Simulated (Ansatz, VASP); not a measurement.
**In3As3H2: VASP beside Ansatz**

```
In As H
1.0
     8.64386    0.00000    0.00000
     0.00000    6.11213    0.00000
     0.00000    0.00000   26.79620
In As H
6 6 4
Direct
  0.25000 0.50000 0.35187
  0.75000 0.50000 0.35187
  0.49899 0.98057 0.43109
  0.00149 0.00483 0.43546
  0.76070 0.43426 0.50140
  0.24483 0.43917 0.50274
  0.50000 0.25000 0.35187
  0.00000 0.25000 0.35187
  0.75424 0.74010 0.43328
  0.24640 0.73704 0.43276
  0.00278 0.19887 0.52585
  0.50229 0.21168 0.51552
  0.25243 0.66400 0.29836
  0.74848 0.66814 0.29909
  0.50137 0.11030 0.30503
  0.00005 0.09434 0.30770
```

Alike in both runs: task single point; functional PBE; dispersion D3(BJ); k mesh 2 × 3 × 1; occupations gaussian, width 0.1 eV; no spin polarisation.

|  | VASP | Ansatz |
| --- | --- | --- |
| version | VASP 6.6.1 | Ansatz 0.2.0 |
| potentials or method | VASP PAW PBE potentials, release 64 (In_d, As, H), cutoff 520 eV | scalar-relativistic, plane waves, PAW |
| valence electrons in the cell | 112 | 172 |

Ansatz gave:

* gap on the k mesh at the Fermi level (eV): 1.00
* least direct gap on the mesh (eV): 1.00
* rms of the force components (eV/Å): 0.252

Which values does VASP return?

gap on the k mesh at the Fermi level (eV): 1.00; least direct gap on the mesh (eV): 1.00; rms of the force components (eV/Å): 0.262.

VASP's potentials hold 112 valence electrons a cell and Ansatz's 172, so a difference there can come from the potentials and not from the codes.
